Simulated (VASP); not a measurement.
TaN: single point with r2SCAN

TaN:

```
Ta N
1.0
     5.44886    0.00000    0.00000
    -2.72443    4.71885    0.00000
     0.00000    0.00000    2.83506
Ta N
3 3
Direct
  0.00000 0.00000 0.00000
  0.33333 0.66667 0.50000
  0.66667 0.33333 0.50000
  0.50000 0.00000 0.00000
  0.50000 0.50000 0.00000
  0.00000 0.50000 0.00000
```

This cell differs from its parent crystal: biaxial strain in the a-b plane: +4.0 %.

```
Program                : VASP 6.6.1
Task                   : single point
Functional             : r2SCAN
Potentials or basis    : VASP PAW PBE potentials, release 64 (Ta_pv, N)
Cutoff                 : 520 eV
k mesh                 : 12 × 12 × 12
Occupations            : gaussian, width 0.1 eV
Spin                   : no spin polarisation
Dipole correction      : no
Further INCAR settings : ALGO = Normal; EDIFF = 1e-07; NBANDS = 33
```

```
Pressure               : -8.8 GPa
Band gap on the k mesh : zero (bands 24 and 25 overlap by 2.21 eV)
```

Stress tensor (GPa, compression positive):
```
-16.54   0.00   0.00
  0.00 -16.54   0.00
  0.00   0.00   6.57
```

Levels at points of the mesh, in eV from the Fermi level:
```csv
k point,band 20,band 21,band 22,band 23,band 24,band 25,band 26,band 27,band 28,band 29
"(0.00, 0.00, 0.00)",-3.70,-2.92,-2.84,-2.65,-1.22,-1.22,0.65,1.44,1.44,1.88
"(0.50, 0.00, 0.00)",-4.20,-3.65,-3.62,-1.83,-1.02,1.10,1.83,2.02,2.46,2.68
"(0.00, 0.00, 0.50)",-3.54,-3.51,-3.51,-2.11,0.95,0.95,1.76,1.99,1.99,2.15
"(0.50, 0.00, 0.50)",-4.49,-3.48,-3.05,-1.82,-1.53,0.98,1.37,2.80,2.97,3.73
```

Run time: 11 min on 1 thread of Intel(R) Xeon(R) 6975P-C (Granite Rapids), on a shared host, peak memory 0.39 GiB.

Caveat: the cell differs from its parent crystal (biaxial strain in the a-b plane: +4.0 %); the stress differs along the axes, from -17 to 7 GPa; the PAW data sets were made with another functional, which shifts forces and pressure a little; spin-orbit coupling is left out, which moves the levels of the heavy elements.
